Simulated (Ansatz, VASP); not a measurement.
# Two plane-wave programs on GaO

Contents of INCAR:

```
SYSTEM = GaO
  PREC = Accurate
  ENCUT = 520
  EDIFF = 1E-6
  ISMEAR = 0
  SIGMA = 0.1
  LREAL = .False.
  LASPH = .True.
  NELM = 150
  ALGO = Normal
  ISIF = 2
  LWAVE = .False.
  LCHARG = .True.
  ISPIN = 2
  MAGMOM = 0 1
  LORBIT = 11
  GGA = PE
  LELF = .True.
  LVHAR = .True.
  NBANDS = 20
```

The input KPOINTS:

```
Automatic mesh
0
Gamma
  6 6 6
  0 0 0
```

Contents of POSCAR:

```
GaO
1.0
    2.6363296600      0.0000000000      0.0000000000
    0.0000000000      2.6363296600      0.0000000000
    0.0000000000      0.0000000000      3.3962865800
Ga O
1 1
Direct
    0.0000000000      0.0000000000      0.0000000000
    0.5000000000      0.5000000000      0.5000000000
```

Input for Ansatz:

```yaml
crystal:
  lattice:
    - [2.63632966, 0.0, 0.0]
    - [0.0, 2.63632966, 0.0]
    - [0.0, 0.0, 3.39628658]
  atoms:
    - { symbol: Ga, position: [0.0, 0.0, 0.0] }
    - { symbol: O, position: [0.5, 0.5, 0.5], spin: 1.0 }
basis:
  ecutwfc: 420
kpoints:
  mp_grid: { grid: [6, 6, 6] }
hamiltonian:
  xc: pbe
scf:
  occupations: { method: gaussian, width: 0.1 }
  lower_state_search: "off"
output:
  forces: true
  stress: true
  eigenvalues: true
  populations: true
magnetization:
  spin_polarized: true
```

Change from the starting cell: species swapped into the CdPt type (P4/mmm, No. 123).

Alike in both runs: task single point; functional PBE; k mesh 6 × 6 × 6; occupations gaussian, width 0.1 eV; collinear spin.

|  | VASP | Ansatz |
| --- | --- | --- |
| version | VASP 6.6.1 | Ansatz 0.2.0 |
| potentials or method | VASP PAW PBE potentials, release 64 (Ga_d, O), cutoff 520 eV | scalar-relativistic, plane waves, PAW |
| valence electrons in the cell | 19 | 19 |

Ansatz gave:

* gap on the k mesh at the Fermi level (eV): none
* pressure (GPa): -3.4
* traceless stress, the component that is largest in VASP (GPa): -32.58
* net moment per atom (μB): 0.00

Problem. Estimate VASP's values.

Solution. gap on the k mesh at the Fermi level (eV): none; pressure (GPa): -3.2; traceless stress, the component that is largest in VASP (GPa): -32.58; net moment per atom (μB): 0.00.

A gap of «none» marks a metal or a gap that the smearing closes. Ansatz's warnings: seeded moment not kept.

The k mesh is coarse, so the values compare programs but aren't converged.
